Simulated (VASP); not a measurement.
Wanted: the native input for a VASP 6.6.1 run.

| Property | Result |
| --- | --- |
| Task | single point |
| Functional | r2SCAN |
| Potentials or basis | VASP PAW PBE potentials, release 64 (Ga_d, N_h) |
| Cutoff | 910 eV |
| k mesh | 10 × 10 × 10 |
| Occupations | gaussian, width 0.01 eV |
| Spin | no spin polarisation |
| Dipole correction | no |
| Further INCAR settings | ALGO = Normal; EDIFF = 1e-06; NBANDS = 16 |

Crystal: GaN.

```
Ga N
1.0
     0.02249    2.27144    2.27144
     2.27144    0.02249    2.27144
     2.27144    2.27144    0.02249
Ga N
1 1
Direct
  0.00066 0.00066 0.00066
  0.24934 0.24934 0.24934
```

This cell differs from its parent crystal: strain along [111] +1.5%.

One way to write it, as run:

POSCAR

```
GaN
1.0
    0.0224895254      2.2714420669      2.2714420669
    2.2714420669      0.0224895254      2.2714420669
    2.2714420669      2.2714420669      0.0224895254
Ga N
1 1
Direct
    0.0006617308      0.0006617308      0.0006617308
    0.2493382692      0.2493382692      0.2493382692
```

INCAR.step1

```
SYSTEM = GaN
ALGO = Normal
EDIFF = 1E-5
ENCUT = 910
GGA = PE
GGA_COMPAT = .False.
ISMEAR = 0
LASPH = .True.
LCHARG = .False.
LREAL = .False.
LWAVE = .True.
NBANDS = 16
NELM = 120
PREC = Accurate
SIGMA = 0.01
```

INCAR.step2

```
SYSTEM = GaN
ALGO = Normal
EDIFF = 1E-6
ENCUT = 910
GGA_COMPAT = .False.
ISIF = 2
ISMEAR = 0
ISTART = 1
LASPH = .True.
LCHARG = .False.
LMIXTAU = .True.
LREAL = .False.
LWAVE = .False.
METAGGA = R2SCAN
NBANDS = 16
NELM = 120
PREC = Accurate
SIGMA = 0.01
```

KPOINTS

```
k-points
0
Gamma
  10 10 10
  0 0 0
```

Potentials or basis: VASP PAW PBE potentials, release 64 (Ga_d, N_h).

Run with:

```sh
$ cat potpaw_PBE.64/Ga_d/POTCAR potpaw_PBE.64/N_h/POTCAR > POTCAR
$ cp INCAR.step1 INCAR
$ mpirun -np 1 vasp_std > vasp.out
$ cp INCAR.step2 INCAR
$ mpirun -np 1 vasp_std > vasp.out
```

Results of the run:

The pressure is -1.9 GPa and the band gap on the k mesh is 2.02 eV.

Caveat: the cell differs from its parent crystal (strain along [111] +1.5%); the cutoff is under 1.25 times the usual one of these potentials, so pressure, stress and relaxed cells hold a basis-set (Pulay) error; the PAW data sets were made with another functional, which shifts forces and pressure a little.

It took 2.4 min on 1 thread of Intel(R) Xeon(R) Platinum 8488C (Sapphire Rapids), on a shared host, peak memory 0.26 GiB.
